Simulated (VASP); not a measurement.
# Be4ZnSe (P4/mmm) in VASP: relaxation of cell and atoms with PBE

Aim: the relaxation of cell and atoms of Be4ZnSe with PBE.

Everything below comes from runs of VASP 6.6.1. Logs are shortened: lines on timing, memory, paths and dates and some standing lists are left out, and cuts for length are marked.

## Step 1: The cell of the first run

The structure is tetragonal, space group P4/mmm (No. 123). The conventional cell has a = 3.650 Å, b = 3.650 Å, c = 5.140 Å, α = 90.00°, β = 90.00°, γ = 90.00°. Within 3.0 Å of Be (site symmetry 2mm) lie 2 Zn at 2.23 Å and 2 Se at 2.23 Å and 6 Be at 2.57 to 2.58 Å. Within 3.0 Å of Zn (site symmetry 4/mmm) lie 8 Be at 2.23 Å. Se (site symmetry 4/mmm) has 8 Be at 2.23 Å within 3.0 Å.

## Step 2: Relaxation of cell and atoms, PBE

The input, INCAR:

```
SYSTEM = Be4ZnSe
PREC = Accurate ; ENCUT = 600
EDIFF = 1E-7 ; ISMEAR = 0
SIGMA = 0.2 ; LREAL = .False.
LASPH = .True. ; NELM = 120
ALGO = Normal ; ISIF = 3
LWAVE = .False. ; LCHARG = .False.
GGA = PE ; IBRION = 2
NSW = 36 ; EDIFFG = -0.08
GGA_COMPAT = .False. ; NELMIN = 4
```

The input, KPOINTS:

```
Automatic mesh
0
Gamma
  5 5 3
  0 0 0
```

The input, POSCAR:

```
Be4ZnSe
1.0
    3.6500000000      0.0000000000      0.0000000000
    0.0000000000      3.6500000000      0.0000000000
    0.0000000000      0.0000000000      5.1400000000
Be Zn Se
4 1 1
Direct
    0.0000000000      0.5000000000      0.7500000000
    0.5000000000      0.0000000000      0.7500000000
    0.0000000000      0.5000000000      0.2500000000
    0.5000000000      0.0000000000      0.2500000000
    0.5000000000      0.5000000000      0.5000000000
    0.0000000000      0.0000000000      0.0000000000
```

Potentials or basis: VASP PAW PBE potentials, release 64 (Be, Zn, Se).

On the command line:

```console
$ cat potpaw_PBE.64/Be/POTCAR potpaw_PBE.64/Zn/POTCAR potpaw_PBE.64/Se/POTCAR > POTCAR
$ mpirun -np 1 vasp_std > vasp.out
```

OUTCAR:

```text
SYSTEM = Be4ZnSe
   PREC = Accurate
   ENCUT = 600
   EDIFF = 1E-7
   ISMEAR = 0
   LREAL = .False.
   LASPH = .True.
   NELM = 120
   ISIF = 3
   GGA = PE
   IBRION = 2
   NSW = 36
   EDIFFG = -0.08
   NELMIN = 4

 ion  position               nearest neighbor table
   1  0.000  0.500  0.750-   5 2.23   6 2.23   6 2.23   5 2.23
   2  0.500  0.000  0.750-   5 2.23   6 2.23   5 2.23   6 2.23
   3  0.000  0.500  0.250-   5 2.23   6 2.23   6 2.23   5 2.23
   4  0.500  0.000  0.250-   5 2.23   6 2.23   5 2.23   6 2.23
   5  0.500  0.500  0.500-   1 2.23   2 2.23   3 2.23   4 2.23   2 2.23   4 2.23   1 2.23   3 2.23

   6  0.000  0.000  0.000-   1 2.23   2 2.23   3 2.23   4 2.23   1 2.23   3 2.23   2 2.23   4 2.23

  LATTYP: Found a simple tetragonal cell.
 ALAT       =     3.6500000000
 C/A-ratio  =     1.4082191781

  Lattice vectors:

 A1 = (   3.6500000000,   0.0000000000,   0.0000000000)
 A2 = (   0.0000000000,   3.6500000000,   0.0000000000)
 A3 = (   0.0000000000,   0.0000000000,   5.1400000000)

Analysis of symmetry for initial positions (statically):
=====================================================================
 Subroutine PRICEL returns:
 Original cell was already a primitive cell.

 Routine SETGRP: Setting up the symmetry group for a
 simple tetragonal supercell.

 Subroutine GETGRP returns: Found 16 space group operations
 (whereof 16 operations were pure point group operations)
 out of a pool of 16 trial point group operations.

The static configuration has the point symmetry D_4h.

Analysis of symmetry for dynamics (positions and initial velocities):
=====================================================================
 Subroutine PRICEL returns:
 Original cell was already a primitive cell.

 Routine SETGRP: Setting up the symmetry group for a
 simple tetragonal supercell.

 Subroutine GETGRP returns: Found 16 space group operations
 (whereof 16 operations were pure point group operations)
 out of a pool of 16 trial point group operations.

The dynamic configuration has the point symmetry D_4h.

 Subroutine INISYM returns: Found 16 space group operations
 (whereof 16 operations are pure point group operations),
 and found     1 'primitive' translations

----------------------------------------------------------------------------------------

                                     Primitive cell

  volume of cell :      68.4776

  direct lattice vectors                    reciprocal lattice vectors
     3.650000000  0.000000000  0.000000000     0.273972603  0.000000000  0.000000000
     0.000000000  3.650000000  0.000000000     0.000000000  0.273972603  0.000000000
     0.000000000  0.000000000  5.140000000     0.000000000  0.000000000  0.194552529

  length of vectors
     3.650000000  3.650000000  5.140000000     0.273972603  0.273972603  0.194552529

  position of ions in fractional coordinates (direct lattice)
     0.000000000  0.500000000  0.750000000
     0.500000000  0.000000000  0.750000000
     0.000000000  0.500000000  0.250000000
     0.500000000  0.000000000  0.250000000
     0.500000000  0.500000000  0.500000000
     0.000000000  0.000000000  0.000000000

  ion indices of the primitive-cell ions
   primitive index   ion index
                 1           1
                 2           2
                 3           3
                 4           4
                 5           5
                 6           6

----------------------------------------------------------------------------------------

 KPOINTS: Automatic mesh

Automatic generation of k-mesh.
 Grid dimensions read from file:
 generate k-points for:    5    5    3

 Generating k-lattice:

  Cartesian coordinates                     Fractional coordinates (reciprocal lattice)
     0.054794521  0.000000000  0.000000000     0.200000000  0.000000000  0.000000000
     0.000000000  0.054794521  0.000000000     0.000000000  0.200000000  0.000000000
     0.000000000  0.000000000  0.064850843     0.000000000  0.000000000  0.333333333

  Length of vectors
     0.054794521  0.054794521  0.064850843

  Shift w.r.t. Gamma in fractional coordinates (k-lattice)
     0.000000000  0.000000000  0.000000000

 Subroutine IBZKPT returns following result:
 ===========================================

 Found     12 irreducible k-points:

 Following reciprocal coordinates:
            Coordinates               Weight
  0.000000  0.000000  0.000000      1.000000
  0.200000  0.000000  0.000000      4.000000
  0.400000  0.000000  0.000000      4.000000
  0.200000  0.200000  0.000000      4.000000
  0.400000  0.200000  0.000000      8.000000
  0.400000  0.400000  0.000000      4.000000
  0.000000  0.000000  0.333333      2.000000
  0.200000  0.000000  0.333333      8.000000
  0.400000  0.000000  0.333333      8.000000
  0.200000  0.200000  0.333333      8.000000
  0.400000  0.200000  0.333333     16.000000
  0.400000  0.400000  0.333333      8.000000
   k-points           NKPTS =     12   k-points in BZ     NKDIM =     12   number of bands    NBANDS=     17
   number of dos      NEDOS =    301   number of ions     NIONS =      6
   total plane-waves  NPLWV =  37800
   dimension x,y,z NGX =    30 NGY =   30 NGZ =   42
   dimension x,y,z NGXF=    60 NGYF=   60 NGZF=   84
   ions per type =               4   1   1
   NGX,Y,Z   is equivalent  to a cutoff of  13.66, 13.66, 13.58 a.u.
   NGXF,Y,Z  is equivalent  to a cutoff of  27.33, 27.33, 27.17 a.u.
 SYSTEM =  Be4ZnSe
   PREC   = accura    normal or accurate (medium, high low for compatibility)
   ISTART =      0    job   : 0-new  1-cont  2-samecut
   ICHARG =      2    charge: 1-file 2-atom 10-const
   ISPIN  =      1    spin polarized calculation?
   LNONCOLLINEAR =      F non collinear calculations
   LSORBIT =      F    spin-orbit coupling
   LASPH  =      T    aspherical Exc in radial PAW
   ENCUT  =  600.0 eV  44.10 Ry    6.64 a.u.   7.29  7.29 10.27*2*pi/ulx,y,z
   NELM   =    120;   NELMIN=  4; NELMDL= -5     # of ELM steps
   EDIFF  = 0.1E-06   stopping-criterion for ELM
   LREAL  =      F    real-space projection
   EDIFFG = -.8E-01   stopping-criterion for IOM
   NSW    =     36    number of steps for IOM
   IBRION =      2    ionic relax: 0-MD 1-quasi-New 2-CG
   NFREE  =      1    steps in history (QN), initial steepest desc. (CG)
   ISIF   =      3    stress and relaxation
   ISYM   =      2    0-nonsym 1-usesym 2-fastsym
   POTIM  = 0.5000    time-step for ionic-motion
   TEBEG  =    0.0;   TEEND  =   0.0 temperature during run
   PSTRESS=    0.0 pullay stress
   NELECT =      26.0000    total number of electrons
   NUPDOWN=      -1.0000    fix difference up-down
   EMIN   =  10.00;   EMAX   =-10.00  energy-range for DOS
   EFERMI =   0.00;   METHOD = LEGACY
   ISMEAR =     0;   SIGMA  =   0.20  broadening in eV -4-tet -1-fermi 0-gaus
   EFERMI_NEDOS =   21; number of points for ismear=-14 and -15
   IALGO  =     38    algorithm
   IMIX   =      4    mixing-type and parameters
     AMIX     =   0.40;   BMIX     =  1.00
     AMIX_MAG =   1.60;   BMIX_MAG =  1.00
  volume/ion in A,a.u.               =      11.41        77.02
  Fermi-wavevector in a.u.,A,eV,Ry     =   1.185449  2.240174 19.120133  1.405290
  Thomas-Fermi vector in A             =   2.321643
   LORBIT       =      0    0 simple, 1 ext, 2 COOP (PROOUT), +10 PAW based schemes
   GGA     = PE    functional components
   LHFCALC =     F    Hartree Fock is set to
   AEXX    =    0.0000 exact exchange contribution
   IVDW    =     0    specifies the selected vdW correction
   LEPSILON=     F    determine dielectric tensor
   LRPA    =     F    only Hartree local field effects (RPA)
 conjugate gradient relaxation of ions
 non-spin polarized calculation
 Gauss-broadening in eV      SIGMA  =   0.20
  energy-cutoff  :      600.00
  volume of cell :       68.48
 maximum number of plane-waves:      2303
 NGX is ok and might be reduce to    30
   NGX = 15   NGY = 15   NGZ = 21

--------------------------------------- Ionic step        1  -------------------------------------------

 number of electron      25.9999993 magnetization

 Free energy of the ion-electron system (eV)
  ---------------------------------------------------
  ext. energy  EPLUGINS =         0.00000000
  ---------------------------------------------------
  free energy    TOTEN  =       -16.75959078 eV

  energy without entropy =      -16.72686987  energy(sigma->0) =      -16.74323032

------------------------ aborting loop because EDIFF is reached ----------------------------------------

  FORCE on cell =-STRESS in cart. coord.  units (eV):
  Direction    XX          YY          ZZ          XY          YZ          ZX
  --------------------------------------------------------------------------------------
  -------------------------------------------------------------------------------------
  Total        6.3731709      6.3731709      4.2726568      0.0000000     -0.0000000      0.0000000
  in kB      149.1136151    149.1136151     99.9677106      0.0000000     -0.0000000      0.0000000
  external PRESSURE =     132.7316469 kB  Pullay stress =       0.0000000 kB
[... 101 lines left out ...]
  FREE ENERGIE OF THE ION-ELECTRON SYSTEM (eV)
  ---------------------------------------------------
  free  energy   TOTEN  =       -17.3364706252 eV

  energy  without entropy=      -17.2986093258  energy(sigma->0) =      -17.31753998

 E-fermi :   4.9919     XC(G=0): -10.0076

 val. band max:        4.9010394705   @ k =   0.0000   0.0000   0.0000
 cond. band min:       5.0836840078   @ k =   0.4000   0.4000   0.3333
 fundamental gap:      0.1826445373
 Fermi energy:         4.9918928723

 k-point     1 :       0.0000    0.0000    0.0000
  band No.  band energies     occupation
      1     -10.3621      2.00000
      2      -3.8861      2.00000
      3      -3.6231      2.00000
      4      -3.3245      2.00000
      5      -3.3245      2.00000
      6      -3.1068      2.00000
[... 217 lines left out ...]
      4      -3.3370      2.00000
      5      -3.3329      2.00000
      6      -3.0600      2.00000
[... 9 lines left out ...]
     16       6.7906      0.00000
     17       8.6674      0.00000

[... ionic steps 4 to 10 ...]

--------------------------------------- Ionic step       11  -------------------------------------------

 number of electron      26.0000013 magnetization

------------------------ aborting loop because EDIFF is reached ----------------------------------------
[... 75 lines left out ...]
--------------------------------------- Ionic step       13  -------------------------------------------

 number of electron      25.9999993 magnetization

 Free energy of the ion-electron system (eV)
  ---------------------------------------------------
  ext. energy  EPLUGINS =         0.00000000
  ---------------------------------------------------
  free energy    TOTEN  =       -17.68563706 eV

  energy without entropy =      -17.65900334  energy(sigma->0) =      -17.67232020

 E-fermi :   5.0758     XC(G=0):  -9.9935

 val. band max:        5.0428839381   @ k =   0.0000   0.0000   0.0000
 cond. band min:       5.1237807990   @ k =   0.4000   0.0000   0.3333
 fundamental gap:      0.0808968609
 Fermi energy:         5.0757649443

 k-point     1 :       0.0000    0.0000    0.0000
  band No.  band energies     occupation
      1     -10.4137      2.00000
      2      -3.9201      2.00000
      3      -3.6446      2.00000
      4      -3.4118      2.00000
      5      -3.4118      2.00000
      6      -3.1484      2.00000
[... 262 lines left out ...]
  FREE ENERGIE OF THE ION-ELECTRON SYSTEM (eV)
  ---------------------------------------------------
  free  energy   TOTEN  =       -17.6856370649 eV

  energy  without entropy=      -17.6590033399  energy(sigma->0) =      -17.67232020

 reached required accuracy - stopping structural energy minimisation
```

Run time: 87 s. Hardware: 1 thread of Intel Xeon 6975P-C (Granite Rapids), shared host; peak memory 0.2 GiB.

Results:

| Quantity | Value |
| --- | --- |
| Free energy | -17.6856 eV |
| Relaxed volume | 13.27 Å³/atom |
| Relaxed cell | a = 3.719 Å, b = 3.719 Å, c = 5.755 Å, α = 90.00°, β = 90.00°, γ = 90.00° |
| Space group after relaxing (to 0.1 Å) | P4/mmm (No. 123) |
| Energy gained by relaxing | 154.3 meV/atom |
| Ionic steps | 13 |
| Pressure after relaxing | -0.2 GPa |
| Largest force after relaxing | 0.011 eV/Å |
| Band gap on the k mesh | zero (bands 13 and 14 overlap by 1.11 eV) |

Forces in eV/Å, atoms in the order of the input:
```
Be   0.000  0.000 -0.011
Be   0.000  0.000 -0.011
Be   0.000  0.000  0.011
Be   0.000  0.000  0.011
Zn   0.000  0.000  0.000
Se   0.000  0.000  0.000
```

Stress tensor (GPa, compression positive):
```
-0.32  0.00  0.00
 0.00 -0.32  0.00
 0.00  0.00  0.03
```

The path:
| step | energy change (eV) | largest force (eV/Å) | pressure (GPa) | volume (Å³) |
| --- | --- | --- | --- | --- |
| 1 | 0.0000 | 1.1257 | 13.27 | 68.48 |
| 2 | -0.5634 | 0.7736 | -0.61 | 78.28 |
| 3 | -0.5769 | 0.7269 | -2.48 | 80.27 |
| 4 | -0.7071 | 0.5899 | -1.70 | 79.37 |
| 5 | -0.8037 | 0.0363 | 1.20 | 77.61 |
| 6 | -0.8074 | 0.1283 | 0.48 | 77.96 |
| 7 | -0.8078 | 0.0932 | 0.64 | 77.88 |
| 8 | -0.8501 | 0.0077 | 0.57 | 78.34 |
| 9 | -0.8725 | 0.4148 | 0.93 | 79.36 |
| 10 | -0.8798 | 0.2526 | 0.77 | 79.03 |
| 11 | -0.9069 | 0.0281 | -0.98 | 80.51 |
| 12 | -0.9083 | 0.0277 | -1.55 | 81.06 |
| 13 | -0.9260 | 0.0115 | -0.21 | 79.60 |

Final structure:
```
Be Zn Se
1.0
     3.71923    0.00000    0.00000
     0.00000    3.71923    0.00000
     0.00000    0.00000    5.75468
Be Zn Se
4 1 1
Direct
  0.00000 0.50000 0.70843
  0.50000 0.00000 0.70843
  0.00000 0.50000 0.29157
  0.50000 0.00000 0.29157
  0.50000 0.50000 0.50000
  0.00000 0.00000 0.00000
```

Levels at points of the mesh, in eV from the Fermi level:
```
           k point  band 9  band 10  band 11  band 12  band 13  band 14  band 15  band 16  band 17
(0.00, 0.00, 0.00)   -4.32    -4.32    -0.03     0.09     0.19     0.19     0.96     1.34     2.19
```

Caveat: the k points lie up to 0.36 Å⁻¹ apart in the final cell, too coarse for converged energies and pressures of a metal; the volume moved by over 15 % at a fixed basis, so the end points are rough.

The gap in the log of VASP goes by the Fermi energy; the results here count the filled bands.